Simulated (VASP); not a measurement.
# C13O in VASP: a series of runs, part 2 of 3

VASP 6.6.1. The steps go on from the part before.

### Step 4. Single point, PBE

Contents of INCAR:

```
SYSTEM = C13O
PREC = Accurate
ENCUT = 520
EDIFF = 1E-7
ISMEAR = 0
SIGMA = 0.1
LREAL = .FALSE.
LASPH = .TRUE.
NELM = 80
ALGO = Normal
ISIF = 2
LWAVE = .FALSE.
LCHARG = .FALSE.
LDIPOL = .TRUE.
IDIPOL = 3
DIPOL = 0.5 0.5 0.307
GGA = PE
NBANDS = 42
```

Contents of KPOINTS:

```
regular mesh
0
G
  6 3 1
  0 0 0
```

Contents of POSCAR:

```
C13O
1.0
    4.9326910638      0.0000000000      0.0000000000
    0.0000000000      8.5222964206      0.0000000000
    0.0000000000      0.0000000000     22.9416054000
C O
13 1
Direct
    0.0000000000      0.0000000000      0.1743557144
    0.5000000000      0.0000000000      0.1743557144
    0.2500000000      0.0000000000      0.2053898385
    0.7500000000      0.0000000000      0.2053898385
    0.2500000000      0.0000000000      0.2674580867
    0.7500000000      0.0000000000      0.2674580867
    0.0000000000      0.0000000000      0.2977124358
    0.5000000000      0.0000000000      0.2977124358
    0.0000000000      0.0000000000      0.3626190224
    0.5000000000      0.0000000000      0.3626190224
    0.2500000000      0.0000000000      0.3897549994
    0.7500000000      0.0000000000      0.3897549994
    0.1250000000      0.9091207391      0.4525230566
    0.1250000000      1.0908792609      0.4525230566
```

Potentials or basis: VASP PAW PBE potentials, release 64 (C, O).

The run is started by

```sh
cat potpaw_PBE.64/C/POTCAR potpaw_PBE.64/O/POTCAR > POTCAR
mpirun -np 1 vasp_std > vasp.out
```

OUTCAR:

```text
SYSTEM = C13O
   PREC = Accurate
   ENCUT = 520
   EDIFF = 1E-7
   ISMEAR = 0
   LREAL = .FALSE.
   LASPH = .TRUE.
   NELM = 80
   ISIF = 2
   GGA = PE

 ion  position               nearest neighbor table
   1  0.000  0.000  0.174-   3 1.42   4 1.42
   2  0.500  0.000  0.174-   3 1.42   4 1.42
   3  0.250  0.000  0.205-   1 1.42   2 1.42   5 1.42
   4  0.750  0.000  0.205-   1 1.42   2 1.42   6 1.42
   5  0.250  0.000  0.267-   7 1.42   8 1.42   3 1.42
   6  0.750  0.000  0.267-   7 1.42   8 1.42   4 1.42
   7  0.000  0.000  0.298-   5 1.42   6 1.42   9 1.49
   8  0.500  0.000  0.298-   5 1.42   6 1.42  10 1.49
   9  0.000  0.000  0.363-  11 1.38  12 1.38   7 1.49
  10  0.500  0.000  0.363-  11 1.38  12 1.38   8 1.49
  11  0.250  0.000  0.390-   9 1.38  10 1.38  13 1.75  14 1.75
  12  0.750  0.000  0.390-   9 1.38  10 1.38
  13  0.125  0.909  0.453-  14 1.55  11 1.75
  14  0.125  0.091  0.453-  13 1.55  11 1.75

  LATTYP: Found a simple orthorhombic cell.
 ALAT       =     4.9326910638
 B/A-ratio  =     1.7277174488
 C/A-ratio  =     4.6509309225

  Lattice vectors:

 A1 = (   4.9326910638,   0.0000000000,   0.0000000000)
 A2 = (   0.0000000000,   8.5222964206,   0.0000000000)
 A3 = (   0.0000000000,   0.0000000000,  22.9416054000)

Analysis of symmetry for initial positions (statically):
=====================================================================
 Subroutine PRICEL returns:
 Original cell was already a primitive cell.

 Routine SETGRP: Setting up the symmetry group for a
 simple orthorhombic supercell.

 Subroutine GETGRP returns: Found  1 space group operations
 (whereof  1 operations were pure point group operations)
 out of a pool of  8 trial point group operations.

The static configuration has the point symmetry C_1 .

Analysis of symmetry for dynamics (positions and initial velocities):
=====================================================================
 Subroutine PRICEL returns:
 Original cell was already a primitive cell.

 Routine SETGRP: Setting up the symmetry group for a
 simple orthorhombic supercell.

 Subroutine GETGRP returns: Found  1 space group operations
 (whereof  1 operations were pure point group operations)
 out of a pool of  8 trial point group operations.

The dynamic configuration has the point symmetry C_1 .

 Subroutine INISYM returns: Found  1 space group operations
 (whereof  1 operations are pure point group operations),
 and found     1 'primitive' translations

----------------------------------------------------------------------------------------

                                     Primitive cell

  volume of cell :     964.4159

  direct lattice vectors                    reciprocal lattice vectors
     4.932691064  0.000000000  0.000000000     0.202729096  0.000000000  0.000000000
     0.000000000  8.522296421  0.000000000     0.000000000  0.117339265  0.000000000
     0.000000000  0.000000000 22.941605400     0.000000000  0.000000000  0.043588929

  length of vectors
     4.932691064  8.522296421 22.941605400     0.202729096  0.117339265  0.043588929

  position of ions in fractional coordinates (direct lattice)
     0.000000000  0.000000000  0.174355714
[... 79 lines left out ...]
   ISTART =      0    job   : 0-new  1-cont  2-samecut
   ICHARG =      2    charge: 1-file 2-atom 10-const
   ISPIN  =      1    spin polarized calculation?
   LNONCOLLINEAR =      F non collinear calculations
   LSORBIT =      F    spin-orbit coupling
   LASPH  =      T    aspherical Exc in radial PAW
   ENCUT  =  520.0 eV  38.22 Ry    6.18 a.u.   9.17 15.85 42.66*2*pi/ulx,y,z
   NELM   =     80;   NELMIN=  2; NELMDL= -5     # of ELM steps
   EDIFF  = 0.1E-06   stopping-criterion for ELM
   LREAL  =      F    real-space projection
   EDIFFG = 0.1E-05   stopping-criterion for IOM
   NSW    =      0    number of steps for IOM
   IBRION =     -1    ionic relax: 0-MD 1-quasi-New 2-CG
   NFREE  =      0    steps in history (QN), initial steepest desc. (CG)
   ISIF   =      2    stress and relaxation
   ISYM   =      2    0-nonsym 1-usesym 2-fastsym
   POTIM  = 0.5000    time-step for ionic-motion
   TEBEG  =    0.0;   TEEND  =   0.0 temperature during run
   PSTRESS=    0.0 pullay stress
   NELECT =      58.0000    total number of electrons
   NUPDOWN=      -1.0000    fix difference up-down
   EMIN   =  10.00;   EMAX   =-10.00  energy-range for DOS
   EFERMI =   0.00;   METHOD = LEGACY
   ISMEAR =     0;   SIGMA  =   0.10  broadening in eV -4-tet -1-fermi 0-gaus
   EFERMI_NEDOS =   21; number of points for ismear=-14 and -15
   IALGO  =     38    algorithm
   IMIX   =      4    mixing-type and parameters
     AMIX     =   0.40;   BMIX     =  1.00
     AMIX_MAG =   1.60;   BMIX_MAG =  1.00
  volume/ion in A,a.u.               =      68.89       464.87
  Fermi-wavevector in a.u.,A,eV,Ry     =   0.641401  1.212071  5.597365  0.411395
  Thomas-Fermi vector in A             =   1.707728
   LORBIT       =      0    0 simple, 1 ext, 2 COOP (PROOUT), +10 PAW based schemes
   GGA     = PE    functional components
   LHFCALC =     F    Hartree Fock is set to
   AEXX    =    0.0000 exact exchange contribution
   IVDW    =     0    specifies the selected vdW correction
   LEPSILON=     F    determine dielectric tensor
   LRPA    =     F    only Hartree local field effects (RPA)
 non-spin polarized calculation
 Gauss-broadening in eV      SIGMA  =   0.10
  energy-cutoff  :      520.00
  volume of cell :      964.42
 maximum number of plane-waves:     25994
 NGX is ok and might be reduce to    40
   NGX = 19   NGY = 31   NGZ = 85

 dipolmoment           0.000000      0.000000      0.126417 electrons x Angstroem

 number of electron      58.0000008 magnetization

 dipolmoment           0.000000      0.000000     -0.048533 electrons x Angstroem

 Free energy of the ion-electron system (eV)
  ---------------------------------------------------
  ext. energy  EPLUGINS =         0.00000000
  ---------------------------------------------------
  free energy    TOTEN  =      -110.45634471 eV

  energy without entropy =     -110.42001095  energy(sigma->0) =     -110.43817783

 E-fermi :  -4.6185     XC(G=0):  -2.0947

 val. band max:       -4.6274958565   @ k =   0.5000   0.3333   0.0000
 cond. band min:      -4.5055402531   @ k =   0.3333   0.0000   0.0000
 fundamental gap:      0.1219556034
 Fermi energy:        -4.6185294914

 k-point     1 :       0.0000    0.0000    0.0000
  band No.  band energies     occupation
      1     -25.2463      2.00000
      2     -23.3190      2.00000
      3     -21.6786      2.00000
      4     -19.4156      2.00000
      5     -19.2695      2.00000
      6     -19.2244      2.00000
[... 429 lines left out ...]
     40       1.8511      0.00000
     41       2.3369      0.00000
 [bands above 41 left out]

------------------------ aborting loop because EDIFF is reached ----------------------------------------

 vacuum level on the upper side and lower side of the slab       (xc-potential included)        -0.123         0.085

  FORCE on cell =-STRESS in cart. coord.  units (eV):
  Direction    XX          YY          ZZ          XY          YZ          ZX
  --------------------------------------------------------------------------------------
  -------------------------------------------------------------------------------------
  Total        1.2406558     -8.9937939     -0.6507740      1.8234623      0.7313991      4.3542949
  in kB        2.0610927    -14.9413265     -1.0811262      3.0293051      1.2150682      7.2337595
  external PRESSURE =      -4.6537867 kB  Pullay stress =       0.0000000 kB

 VOLUME and BASIS-vectors are now :
 -----------------------------------------------------------------------------
  energy-cutoff  :      520.00
  volume of cell :      964.42
      direct lattice vectors                 reciprocal lattice vectors
     4.932691064  0.000000000  0.000000000     0.202729096  0.000000000  0.000000000
     0.000000000  8.522296421  0.000000000     0.000000000  0.117339265  0.000000000
     0.000000000  0.000000000 22.941605400     0.000000000  0.000000000  0.043588929

 POSITION                                       TOTAL-FORCE (eV/Angst)
 -----------------------------------------------------------------------------------
      0.00000      0.00000      4.00000        -0.238409      0.103544      1.732961
      2.46635      0.00000      4.00000         0.238190     -0.104295      1.688515
      1.23317      0.00000      4.71197         0.024298     -0.012106     -3.302708
      3.69952      0.00000      4.71197        -0.045533      0.031519     -2.876189
      1.23317      0.00000      6.13592        -0.027483      0.035295      1.205849
      3.69952      0.00000      6.13592         0.069035     -0.046562      1.201246
      0.00000      0.00000      6.83000        -0.416658     -0.290580      0.845315
      2.46635      0.00000      6.83000         0.062824      0.241075      0.949759
      0.00000      0.00000      8.31906        -1.829751      0.292141     -3.839508
      2.46635      0.00000      8.31906         2.181327      0.380396     -0.934107
      1.23317      0.00000      8.94161        -2.972453     -0.433549      4.507942
      3.69952      0.00000      8.94161         0.279297     -0.954572      0.343294
      0.61659      7.74780     10.38161         0.160573      6.146896     -1.231527
      0.61659      0.77450     10.38161         2.514744     -5.389202     -0.290842
 -----------------------------------------------------------------------------------
    total drift:                                0.000035     -0.000407      0.000613

  FREE ENERGIE OF THE ION-ELECTRON SYSTEM (eV)
  ---------------------------------------------------
  free  energy   TOTEN  =      -110.4563447112 eV

  energy  without entropy=     -110.4200109517  energy(sigma->0) =     -110.43817783

 vacuum level on the upper side and lower side of the slab         1.353         1.566
```

Run time: 11 min. Hardware: 1 thread of Intel Xeon 6975P-C (Granite Rapids), shared host; peak memory 1 GiB.

What came out:

```
Free energy            : -110.4563 eV
Largest force          : 6.271 eV/Å
Band gap on the k mesh : 0.04 eV
```

Forces in eV/Å, atoms in the order of the input:
```
C   -0.238  0.104  1.733
C    0.238 -0.104  1.689
C    0.024 -0.012 -3.303
C   -0.046  0.032 -2.876
C   -0.027  0.035  1.206
C    0.069 -0.047  1.201
C   -0.417 -0.291  0.845
C    0.063  0.241  0.950
C   -1.830  0.292 -3.840
C    2.181  0.380 -0.934
C   -2.972 -0.434  4.508
C    0.279 -0.955  0.343
C    0.161  6.147 -1.232
O    2.515 -5.389 -0.291
```

Caveat: the smearing spreads over this small gap; semilocal functionals underestimate gaps, and a narrow one can read as zero.

### Step 5. Single point, PBE

Contents of INCAR:

```
SYSTEM = C13O
PREC = Accurate
ENCUT = 520
EDIFF = 1E-7
ISMEAR = 0
SIGMA = 0.1
LREAL = .False.
LASPH = .True.
NELM = 80
ALGO = Normal
ISIF = 2
LWAVE = .False.
LCHARG = .False.
LDIPOL = .True.
IDIPOL = 3
DIPOL = 0.5 0.5 0.305
GGA = PE
NBANDS = 42
```

Contents of KPOINTS:

```
Automatic mesh
0
Gamma
  6 3 1
  0 0 0
```

Edit POSCAR of step 4 so:

```diff
@@ -20,3 +20,3 @@
     0.7500000000      0.0000000000      0.3897549994
-    0.1250000000      0.9091207391      0.4525230566
-    0.1250000000      1.0908792609      0.4525230566
+    0.1250000000      0.8916371886      0.4385745995
+    0.1250000000      1.1083628114      0.4385745995
```

The run is started by

```sh
cat potpaw_PBE.64/C/POTCAR potpaw_PBE.64/O/POTCAR > POTCAR
mpirun -np 1 vasp_std > vasp.out
```

Wall time 13 min (1 thread of Intel Xeon 6975P-C (Granite Rapids), shared host); peak memory 1 GiB.

It converged, with:

| Quantity | Value |
| --- | --- |
| Free energy | -109.1831 eV |
| Largest force | 6.183 eV/Å |
| Band gap on the k mesh | 0.02 eV |

Forces on the atoms (eV/Å):
```
C   -0.167  0.158  1.751
C    0.178 -0.239  1.740
C    0.023  0.026 -3.211
C   -0.020  0.078 -3.089
C   -0.070  0.057  1.198
C    0.113  0.090  1.203
C   -0.536 -0.563  0.629
C    0.300  0.361  1.170
C   -2.178 -0.265 -5.781
C    2.589  0.175 -1.426
C   -3.136  0.584  4.383
C    0.902 -1.066  0.494
C   -0.640  3.581  0.098
O    2.643 -2.976  0.840
```

Levels at points of the mesh, in eV from the valence-band top:
| k point | band 27 | band 28 | band 29 | band 30 | band 31 | band 32 |
| --- | --- | --- | --- | --- | --- | --- |
| (0.00, 0.00, 0.00) | -1.15 | -0.26 | -0.18 | 0.48 | 0.80 | 1.15 |
| (0.50, 0.00, 0.00) | -1.01 | -0.20 | 0.00 | 0.02 | 0.50 | 1.77 |

Caveat: the smearing spreads over this small gap; semilocal functionals underestimate gaps, and a narrow one can read as zero.

(Part 2 of 3 ends here.)

The gap in the log of VASP goes by the Fermi energy; the results here count the filled bands.